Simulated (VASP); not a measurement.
# Al3Cu: single point with r2SCAN

The system is Al3Cu.

```
Al Cu
1.0
     2.77378    0.00000    0.00000
     0.00000    2.77378    0.00000
     0.00000    0.00000    7.59186
Al Cu
3 1
Direct
  0.00000 0.00000 0.50000
  0.50000 0.50000 0.22264
  0.50000 0.50000 0.77736
  0.00000 0.00000 0.02196
```

This cell differs from its parent crystal: atom 4 (Cu) moved +0.167 Å along Cartesian [0 0 1].

```
Program             : VASP 6.6.1
Task                : single point
Functional          : r2SCAN
Potentials or basis : VASP PAW PBE potentials, release 64 (Al, Cu)
Cutoff              : 520 eV
k mesh              : 18 × 18 × 6
Occupations         : gaussian, width 0.15 eV
Spin                : no spin polarisation
```

```yaml
Pressure: 0.6 GPa
Largest_force: 1.059 eV/Å
Band_gap_on_the_k_mesh: zero (band 10 reaches 12.95 eV, above the bottom of band 11 at 6.53 eV)
```

Forces in eV/Å, atoms in the order of the input:
```
Al   0.000  0.000  0.084
Al   0.000  0.000  0.646
Al   0.000  0.000  0.329
Cu   0.000  0.000 -1.059
```

Stress tensor (GPa, compression positive):
```
0.76 0.00 0.00
0.00 0.76 0.00
0.00 0.00 0.30
```

Levels at points of the mesh, in eV from the Fermi level:
```tsv
k point	band 6	band 7	band 8	band 9	band 10	band 11	band 12	band 13	band 14	band 15
(0.00, 0.00, 0.00)	-3.83	-3.83	-3.45	-1.94	0.52	6.66	7.14	7.14	8.31	9.53
(0.50, 0.00, 0.00)	-4.37	-3.94	-3.83	-3.72	-2.48	-1.98	2.81	3.83	4.51	5.44
(0.50, 0.50, 0.00)	-2.70	-2.70	-0.49	-0.36	0.07	0.07	0.53	0.53	0.67	2.51
(0.00, 0.00, 0.50)	-3.83	-3.83	-3.75	-3.45	4.33	5.83	6.66	7.68	7.68	7.94
(0.50, 0.00, 0.50)	-4.52	-3.94	-3.72	-2.83	-1.11	-1.01	0.07	0.89	9.01	9.14
(0.50, 0.50, 0.50)	-1.95	-1.95	-1.80	-1.80	-0.52	-0.52	0.60	1.94	3.30	3.30
```

It took 14 min on 1 thread of Oxide Virtual Turin-like Processor (shared host), peak memory 0.31 GiB.

Caveat: the cell differs from its parent crystal (atom 4 (Cu) moved +0.167 Å along Cartesian [0 0 1]); the PAW data sets were made with another functional, which shifts forces and pressure a little.
